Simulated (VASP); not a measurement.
# Ga (Cmce) in VASP: a series of runs

The runs below take Ga through single point, with PBEsol.

All numbers are computed with VASP 6.6.1; they aren't measurements. Logs are shortened: lines on timing, memory, paths and dates and some standing lists are left out, and cuts for length are marked.

## (1) The cell of the first run

Symmetry: Cmce, No. 64, orthorhombic system. Conventional cell: a = 4.565 Å, b = 7.722 Å, c = 4.586 Å, α = 90.00°, β = 90.00°, γ = 90.00°. Within 3.3 Å of Ga (site symmetry m) lie 7 Ga at 2.53 to 2.81 Å.

## (2) Single point, PBEsol (20.21 Å³/atom)

File INCAR:

```
SYSTEM = Ga
PREC = Accurate ; ENCUT = 520
EDIFF = 1E-6 ; ISMEAR = 0
SIGMA = 0.1 ; LREAL = .False.
LASPH = .True. ; NELM = 100
ALGO = Fast ; ISIF = 2
LWAVE = .False. ; LCHARG = .True.
GGA = PS ; LELF = .True.
LVHAR = .True. ; NBANDS = 34
```

File KPOINTS:

```
regular mesh
0
Gamma
  12 12 10
  0 0 0
```

File POSCAR:

```
Ga
1.0
    2.2823468452     -3.8609903529      0.0000000000
    2.2823468452      3.8609903529      0.0000000000
    0.0000000000      0.0000000000      4.5861002205
Ga
4
Direct
    0.8434589398      0.1565410602      0.0831238420
    0.6565410602      0.3434589398      0.5831238420
    0.1565410602      0.8434589398      0.9168761580
    0.3434589398      0.6565410602      0.4168761580
```

Potentials or basis: VASP PAW PBE potentials, release 64 (Ga_d).

Launch:

```bash
$ cat potpaw_PBE.64/Ga_d/POTCAR > POTCAR
$ mpirun -np 1 vasp_std > vasp.out
```

OUTCAR:

```text
SYSTEM = Ga
   PREC = Accurate
   ENCUT = 520
   EDIFF = 1E-6
   ISMEAR = 0
   LREAL = .False.
   LASPH = .True.
   NELM = 100
   ISIF = 2
   GGA = PS

 ion  position               nearest neighbor table
   1  0.843  0.157  0.083-   3 2.53   2 2.71   2 2.71   4 2.75   4 2.75   3 2.81   3 2.81
   2  0.657  0.343  0.583-   4 2.53   1 2.71   1 2.71   3 2.75   3 2.75   4 2.81   4 2.81
   3  0.157  0.843  0.917-   1 2.53   4 2.71   4 2.71   2 2.75   2 2.75   1 2.81   1 2.81
   4  0.343  0.657  0.417-   2 2.53   3 2.71   3 2.71   1 2.75   1 2.75   2 2.81   2 2.81

  LATTYP: Found a base centered orthorhombic cell.
 ALAT       =     4.5646936904
 B/A-ratio  =     1.6916755492
 C/A-ratio  =     1.0046895874

  Lattice vectors:

 A1 = (   2.2823468452,  -3.8609903529,   0.0000000000)
 A2 = (   2.2823468452,   3.8609903529,   0.0000000000)
 A3 = (   0.0000000000,   0.0000000000,   4.5861002205)

Analysis of symmetry for initial positions (statically):
=====================================================================
 Subroutine PRICEL returns:
 Original cell was already a primitive cell.

 Routine SETGRP: Setting up the symmetry group for a
 base centered orthorhombic supercell.

 Subroutine GETGRP returns: Found  8 space group operations
 (whereof  4 operations were pure point group operations)
 out of a pool of  8 trial point group operations.

The static configuration has the point symmetry C_2h.
 The point group associated with its full space group is D_2h.

Analysis of symmetry for dynamics (positions and initial velocities):
=====================================================================
 Subroutine PRICEL returns:
 Original cell was already a primitive cell.

 Routine SETGRP: Setting up the symmetry group for a
 base centered orthorhombic supercell.

 Subroutine GETGRP returns: Found  8 space group operations
 (whereof  4 operations were pure point group operations)
 out of a pool of  8 trial point group operations.

The dynamic configuration has the point symmetry C_2h.
 The point group associated with its full space group is D_2h.

 Subroutine INISYM returns: Found  8 space group operations
 (whereof  4 operations are pure point group operations),
 and found     1 'primitive' translations

----------------------------------------------------------------------------------------

                                     Primitive cell

  volume of cell :      80.8265

  direct lattice vectors                    reciprocal lattice vectors
[... 93 lines left out ...]
   EDIFFG = 0.1E-04   stopping-criterion for IOM
   NSW    =      0    number of steps for IOM
   IBRION =     -1    ionic relax: 0-MD 1-quasi-New 2-CG
   NFREE  =      0    steps in history (QN), initial steepest desc. (CG)
   ISIF   =      2    stress and relaxation
   ISYM   =      2    0-nonsym 1-usesym 2-fastsym
   POTIM  = 0.5000    time-step for ionic-motion
   TEBEG  =    0.0;   TEEND  =   0.0 temperature during run
   PSTRESS=    0.0 pullay stress
   NELECT =      52.0000    total number of electrons
   NUPDOWN=      -1.0000    fix difference up-down
   EMIN   =  10.00;   EMAX   =-10.00  energy-range for DOS
   EFERMI =   0.00;   METHOD = LEGACY
   ISMEAR =     0;   SIGMA  =   0.10  broadening in eV -4-tet -1-fermi 0-gaus
   EFERMI_NEDOS =   21; number of points for ismear=-14 and -15
   IALGO  =     68    algorithm
   IMIX   =      4    mixing-type and parameters
     AMIX     =   0.40;   BMIX     =  1.00
     AMIX_MAG =   1.60;   BMIX_MAG =  1.00
  volume/ion in A,a.u.               =      20.21       136.36
  Fermi-wavevector in a.u.,A,eV,Ry     =   1.413268  2.670690 27.175291  1.997328
  Thomas-Fermi vector in A             =   2.534931
   LORBIT       =      0    0 simple, 1 ext, 2 COOP (PROOUT), +10 PAW based schemes
   GGA     = PS    functional components
   LHFCALC =     F    Hartree Fock is set to
   AEXX    =    0.0000 exact exchange contribution
   IVDW    =     0    specifies the selected vdW correction
   LEPSILON=     F    determine dielectric tensor
   LRPA    =     F    only Hartree local field effects (RPA)
 non-spin polarized calculation
 RMM-DIIS sequential band-by-band and
 Gauss-broadening in eV      SIGMA  =   0.10
  energy-cutoff  :      520.00
  volume of cell :       80.83
 maximum number of plane-waves:      2202
 NGX is ok and might be reduce to    36
   NGX = 17   NGY = 17   NGZ = 17

 number of electron      52.0000015 magnetization

 Free energy of the ion-electron system (eV)
  ---------------------------------------------------
  ext. energy  EPLUGINS =         0.00000000
  ---------------------------------------------------
  free energy    TOTEN  =       -13.37011093 eV

  energy without entropy =      -13.36563912  energy(sigma->0) =      -13.36787503

 E-fermi :   4.5640     XC(G=0): -10.6494

 val. band max:        4.5550812394   @ k =  -0.2500   0.2500   0.3000
 cond. band min:       4.5700409188   @ k =  -0.3333   0.2500   0.3000
 fundamental gap:      0.0149596794
 Fermi energy:         4.5640073595

 k-point     1 :       0.0000    0.0000    0.0000
  band No.  band energies     occupation
      1     -10.4420      2.00000
      2     -10.4324      2.00000
      3     -10.4026      2.00000
      4     -10.3889      2.00000
      5     -10.3717      2.00000
      6     -10.3494      2.00000
[... 877 lines left out ...]
     33      11.7139      0.00000
     34      12.6772      0.00000

 [... further k-points ...]

------------------------ aborting loop because EDIFF is reached ----------------------------------------

  FORCE on cell =-STRESS in cart. coord.  units (eV):
  Direction    XX          YY          ZZ          XY          YZ          ZX
  --------------------------------------------------------------------------------------
  -------------------------------------------------------------------------------------
  Total       -1.4878624     -1.5052088     -1.5261568      0.0000000      0.0000000      0.0000000
  in kB      -29.4930350    -29.8368816    -30.2521224      0.0000000      0.0000000      0.0000000
  external PRESSURE =     -29.8606797 kB  Pullay stress =       0.0000000 kB

 VOLUME and BASIS-vectors are now :
 -----------------------------------------------------------------------------
  energy-cutoff  :      520.00
  volume of cell :       80.83
      direct lattice vectors                 reciprocal lattice vectors
     2.282346845 -3.860990353  0.000000000     0.219072750 -0.129500453  0.000000000
     2.282346845  3.860990353  0.000000000     0.219072750  0.129500453  0.000000000
     0.000000000  0.000000000  4.586100220     0.000000000  0.000000000  0.218050185

 POSITION                                       TOTAL-FORCE (eV/Angst)
 -----------------------------------------------------------------------------------
      2.28235     -2.65218      0.38121         0.000000     -0.002941     -0.005182
      2.28235     -1.20881      2.67426         0.000000      0.002941     -0.005182
      2.28235      2.65218      4.20489         0.000000      0.002941      0.005182
      2.28235      1.20881      1.91184         0.000000     -0.002941      0.005182
 -----------------------------------------------------------------------------------
    total drift:                                0.000000     -0.000000      0.000000

  FREE ENERGIE OF THE ION-ELECTRON SYSTEM (eV)
  ---------------------------------------------------
  free  energy   TOTEN  =       -13.3701109274 eV

  energy  without entropy=      -13.3656391233  energy(sigma->0) =      -13.36787503
```

OSZICAR:

```text
N       E                     dE             d eps       ncg     rms          rms(c)
DAV:   1     0.357831063847E+03    0.35783E+03   -0.25396E+04 17876   0.285E+03
DAV:   2     0.313277101104E+02   -0.32650E+03   -0.31840E+03 18024   0.535E+02
DAV:   3    -0.121307012274E+02   -0.43458E+02   -0.42927E+02 19946   0.152E+02
DAV:   4    -0.135216485686E+02   -0.13909E+01   -0.13830E+01 20456   0.303E+01
DAV:   5    -0.135504142812E+02   -0.28766E-01   -0.28756E-01 21880   0.453E+00    0.257E+00
RMM:   6    -0.134029405322E+02    0.14747E+00   -0.30412E-01 21393   0.556E+00    0.133E+00
RMM:   7    -0.133727335188E+02    0.30207E-01   -0.76844E-02 23301   0.248E+00    0.361E-01
RMM:   8    -0.133697588655E+02    0.29747E-02   -0.11779E-02 23206   0.900E-01    0.335E-02
RMM:   9    -0.133700591346E+02   -0.30027E-03   -0.31204E-03 28487   0.458E-01    0.248E-02
RMM:  10    -0.133700926032E+02   -0.33469E-04   -0.45597E-04 25105   0.185E-01    0.986E-03
RMM:  11    -0.133701092334E+02   -0.16630E-04   -0.15863E-04 28121   0.951E-02    0.622E-03
RMM:  12    -0.133701093855E+02   -0.15209E-06   -0.36055E-05 23398   0.556E-02    0.182E-03
RMM:  13    -0.133701108586E+02   -0.14731E-05   -0.15123E-05 22101   0.261E-02    0.765E-04
RMM:  14    -0.133701109274E+02   -0.68811E-07   -0.13785E-06 12399   0.117E-02
   1 F= -.13370111E+02 E0= -.13367875E+02  d E =-.447180E-02
```

Wall time 5.2 min (1 thread of Intel Xeon 6975P-C (Granite Rapids), shared host); peak memory 0.57 GiB.

Results:

* Free energy: -13.3701 eV
* Pressure: -3.0 GPa
* Largest force: 0.006 eV/Å
* Band gap on the k mesh: zero (bands 26 and 27 overlap by 1.38 eV)

Forces on the atoms (eV/Å):
```
Ga   0.000 -0.003 -0.005
Ga   0.000  0.003 -0.005
Ga   0.000  0.003  0.005
Ga   0.000 -0.003  0.005
```

Caveat: the PAW data sets were made with another functional, which shifts forces and pressure a little.

## (3) Single point, PBEsol (20.97 Å³/atom)

This run uses another cell than the first one, of 20.97 Å³/atom.

File INCAR:

```
SYSTEM = Ga
PREC = Accurate ; ENCUT = 520
EDIFF = 1E-6 ; ISMEAR = 0
SIGMA = 0.1 ; LREAL = .FALSE.
LASPH = .TRUE. ; NELM = 80
ALGO = Fast ; ISIF = 2
LWAVE = .FALSE. ; LCHARG = .FALSE.
GGA = PS ; NBANDS = 34
```

File KPOINTS:

```
Automatic mesh
0
G
  12 12 10
  0 0 0
```

File POSCAR:

```
Ga
1.0
    2.3128664722     -3.9024933272      0.0000000000
    2.3128664722      3.9024933272      0.0000000000
    0.0000000000      0.0000000000      4.6464149507
Ga
4
Direct
    0.8430335660      0.1569664340      0.0828834328
    0.6569664340      0.3430335660      0.5828834328
    0.1569664340      0.8430335660      0.9171165672
    0.3430335660      0.6569664340      0.4171165672
```

Potentials or basis: VASP PAW PBE potentials, release 64 (Ga_d).

Launch:

```bash
$ cat potpaw_PBE.64/Ga_d/POTCAR > POTCAR
$ mpirun -np 1 vasp_std > vasp.out
```

OUTCAR:

```text
SYSTEM = Ga
   PREC = Accurate
   ENCUT = 520
   EDIFF = 1E-6
   ISMEAR = 0
   LREAL = .FALSE.
   LASPH = .TRUE.
   NELM = 80
   ISIF = 2
   GGA = PS

 ion  position               nearest neighbor table
   1  0.843  0.157  0.083-   3 2.57   2 2.74   2 2.74   4 2.79   4 2.79   3 2.84   3 2.84
   2  0.657  0.343  0.583-   4 2.57   1 2.74   1 2.74   3 2.79   3 2.79   4 2.84   4 2.84
   3  0.157  0.843  0.917-   1 2.57   4 2.74   4 2.74   2 2.79   2 2.79   1 2.84   1 2.84
   4  0.343  0.657  0.417-   2 2.57   3 2.74   3 2.74   1 2.79   1 2.79   2 2.84   2 2.84

  LATTYP: Found a base centered orthorhombic cell.
 ALAT       =     4.6257329444
 B/A-ratio  =     1.6872972885
 C/A-ratio  =     1.0044710766

  Lattice vectors:

 A1 = (   2.3128664722,  -3.9024933272,   0.0000000000)
 A2 = (   2.3128664722,   3.9024933272,   0.0000000000)
 A3 = (   0.0000000000,   0.0000000000,   4.6464149507)

Analysis of symmetry for initial positions (statically):
=====================================================================
 Subroutine PRICEL returns:
 Original cell was already a primitive cell.

 Routine SETGRP: Setting up the symmetry group for a
 base centered orthorhombic supercell.

 Subroutine GETGRP returns: Found  8 space group operations
 (whereof  4 operations were pure point group operations)
 out of a pool of  8 trial point group operations.

The static configuration has the point symmetry C_2h.
 The point group associated with its full space group is D_2h.

Analysis of symmetry for dynamics (positions and initial velocities):
=====================================================================
 Subroutine PRICEL returns:
 Original cell was already a primitive cell.

 Routine SETGRP: Setting up the symmetry group for a
 base centered orthorhombic supercell.

 Subroutine GETGRP returns: Found  8 space group operations
 (whereof  4 operations were pure point group operations)
 out of a pool of  8 trial point group operations.

The dynamic configuration has the point symmetry C_2h.
 The point group associated with its full space group is D_2h.

 Subroutine INISYM returns: Found  8 space group operations
 (whereof  4 operations are pure point group operations),
 and found     1 'primitive' translations

----------------------------------------------------------------------------------------

                                     Primitive cell

  volume of cell :      83.8766

  direct lattice vectors                    reciprocal lattice vectors
     2.312866472 -3.902493327  0.000000000     0.216181957 -0.128123217  0.000000000
     2.312866472  3.902493327  0.000000000     0.216181957  0.128123217  0.000000000
     0.000000000  0.000000000  4.646414951     0.000000000  0.000000000  0.215219693

  length of vectors
     4.536386832  4.536386832  4.646414951     0.251297030  0.251297030  0.215219693

  position of ions in fractional coordinates (direct lattice)
     0.843033566  0.156966434  0.082883433
     0.656966434  0.343033566  0.582883433
     0.156966434  0.843033566  0.917116567
     0.343033566  0.656966434  0.417116567

  ion indices of the primitive-cell ions
   primitive index   ion index
                 1           1
                 2           2
                 3           3
                 4           4

[... 30 lines left out ...]
  0.166667  0.000000  0.000000      4.000000
  0.250000  0.000000  0.000000      4.000000
  0.333333  0.000000  0.000000      4.000000
  0.416667  0.000000  0.000000      4.000000
[... 16 lines left out ...]
  0.500000  0.166667  0.000000      4.000000
 -0.416667  0.166667  0.000000      4.000000
 [... further k-points ...]
   k-points           NKPTS =    258   k-points in BZ     NKDIM =    258   number of bands    NBANDS=     34
   number of dos      NEDOS =    301   number of ions     NIONS =      4
   total plane-waves  NPLWV =  46656
   dimension x,y,z NGX =    36 NGY =   36 NGZ =   36
   dimension x,y,z NGXF=    72 NGYF=   72 NGZF=   72
   ions per type =               4
   NGX,Y,Z   is equivalent  to a cutoff of  13.19, 13.19, 12.88 a.u.
   NGXF,Y,Z  is equivalent  to a cutoff of  26.39, 26.39, 25.76 a.u.
 SYSTEM =  Ga
   PREC   = accura    normal or accurate (medium, high low for compatibility)
   ISTART =      0    job   : 0-new  1-cont  2-samecut
   ICHARG =      2    charge: 1-file 2-atom 10-const
   ISPIN  =      1    spin polarized calculation?
   LNONCOLLINEAR =      F non collinear calculations
   LSORBIT =      F    spin-orbit coupling
   LASPH  =      T    aspherical Exc in radial PAW
   ENCUT  =  520.0 eV  38.22 Ry    6.18 a.u.   8.43  8.43  8.64*2*pi/ulx,y,z
   NELM   =     80;   NELMIN=  2; NELMDL= -5     # of ELM steps
   EDIFF  = 0.1E-05   stopping-criterion for ELM
   LREAL  =      F    real-space projection
   EDIFFG = 0.1E-04   stopping-criterion for IOM
   NSW    =      0    number of steps for IOM
   IBRION =     -1    ionic relax: 0-MD 1-quasi-New 2-CG
   NFREE  =      0    steps in history (QN), initial steepest desc. (CG)
   ISIF   =      2    stress and relaxation
   ISYM   =      2    0-nonsym 1-usesym 2-fastsym
   POTIM  = 0.5000    time-step for ionic-motion
   TEBEG  =    0.0;   TEEND  =   0.0 temperature during run
   PSTRESS=    0.0 pullay stress
   NELECT =      52.0000    total number of electrons
   NUPDOWN=      -1.0000    fix difference up-down
   EMIN   =  10.00;   EMAX   =-10.00  energy-range for DOS
   EFERMI =   0.00;   METHOD = LEGACY
   ISMEAR =     0;   SIGMA  =   0.10  broadening in eV -4-tet -1-fermi 0-gaus
   EFERMI_NEDOS =   21; number of points for ismear=-14 and -15
   IALGO  =     68    algorithm
   IMIX   =      4    mixing-type and parameters
     AMIX     =   0.40;   BMIX     =  1.00
     AMIX_MAG =   1.60;   BMIX_MAG =  1.00
  volume/ion in A,a.u.               =      20.97       141.51
  Fermi-wavevector in a.u.,A,eV,Ry     =   1.395926  2.637917 26.512438  1.948609
  Thomas-Fermi vector in A             =   2.519330
   LORBIT       =      0    0 simple, 1 ext, 2 COOP (PROOUT), +10 PAW based schemes
   GGA     = PS    functional components
   LHFCALC =     F    Hartree Fock is set to
   AEXX    =    0.0000 exact exchange contribution
   IVDW    =     0    specifies the selected vdW correction
   LEPSILON=     F    determine dielectric tensor
   LRPA    =     F    only Hartree local field effects (RPA)
 non-spin polarized calculation
 RMM-DIIS sequential band-by-band and
 Gauss-broadening in eV      SIGMA  =   0.10
  energy-cutoff  :      520.00
  volume of cell :       83.88
 maximum number of plane-waves:      2306
 NGX is ok and might be reduce to    36
   NGX = 17   NGY = 17   NGZ = 17

 number of electron      52.0000008 magnetization

 Free energy of the ion-electron system (eV)
  ---------------------------------------------------
  ext. energy  EPLUGINS =         0.00000000
  ---------------------------------------------------
  free energy    TOTEN  =       -13.29936116 eV

  energy without entropy =      -13.29429994  energy(sigma->0) =      -13.29683055

 E-fermi :   4.2570     XC(G=0): -10.4696

 val. band max:        4.2505869532   @ k =  -0.2500   0.1667   0.2000
 cond. band min:       4.2770488729   @ k =   0.0833   0.0000   0.3000
 fundamental gap:      0.0264619196
 Fermi energy:         4.2569520104

 k-point     1 :       0.0000    0.0000    0.0000
  band No.  band energies     occupation
      1     -10.7006      2.00000
      2     -10.6915      2.00000
      3     -10.6654      2.00000
      4     -10.6531      2.00000
      5     -10.6368      2.00000
      6     -10.6161      2.00000
[... 877 lines left out ...]
     33      11.2218      0.00000
     34      12.1195      0.00000

 [... further k-points ...]

------------------------ aborting loop because EDIFF is reached ----------------------------------------

  FORCE on cell =-STRESS in cart. coord.  units (eV):
  Direction    XX          YY          ZZ          XY          YZ          ZX
  --------------------------------------------------------------------------------------
  -------------------------------------------------------------------------------------
  Total       -2.2977755     -2.3114002     -2.3466873      0.0000000      0.0000000      0.0000000
  in kB      -43.8912012    -44.1514534    -44.8254945      0.0000000      0.0000000      0.0000000
  external PRESSURE =     -44.2893830 kB  Pullay stress =       0.0000000 kB

 VOLUME and BASIS-vectors are now :
 -----------------------------------------------------------------------------
  energy-cutoff  :      520.00
  volume of cell :       83.88
      direct lattice vectors                 reciprocal lattice vectors
     2.312866472 -3.902493327  0.000000000     0.216181957 -0.128123217  0.000000000
     2.312866472  3.902493327  0.000000000     0.216181957  0.128123217  0.000000000
     0.000000000  0.000000000  4.646414951     0.000000000  0.000000000  0.215219693

 POSITION                                       TOTAL-FORCE (eV/Angst)
 -----------------------------------------------------------------------------------
      2.31287     -2.67737      0.38511         0.000000     -0.002869     -0.006661
      2.31287     -1.22512      2.70832         0.000000      0.002869     -0.006661
      2.31287      2.67737      4.26130         0.000000      0.002869      0.006661
      2.31287      1.22512      1.93810         0.000000     -0.002869      0.006661
 -----------------------------------------------------------------------------------
    total drift:                               -0.000000     -0.000000      0.000000

  FREE ENERGIE OF THE ION-ELECTRON SYSTEM (eV)
  ---------------------------------------------------
  free  energy   TOTEN  =       -13.2993611594 eV

  energy  without entropy=      -13.2942999364  energy(sigma->0) =      -13.29683055
```

Run time: 5.4 min. Hardware: 1 thread of Intel Xeon 6975P-C (Granite Rapids), shared host; peak memory 0.59 GiB.

Results:

| Quantity | Value |
| --- | --- |
| Free energy | -13.2994 eV |
| Pressure | -4.4 GPa |
| Largest force | 0.007 eV/Å |
| Band gap on the k mesh | zero (bands 26 and 27 overlap by 1.37 eV) |

Forces on the atoms (eV/Å):
```
Ga   0.000 -0.003 -0.007
Ga   0.000  0.003 -0.007
Ga   0.000  0.003  0.007
Ga   0.000 -0.003  0.007
```

Caveat: the cell stands under tension; the PAW data sets were made with another functional, which shifts forces and pressure a little.

(Part 1 of 2 ends here.)

The gap in the log of VASP goes by the Fermi energy; the results here count the filled bands.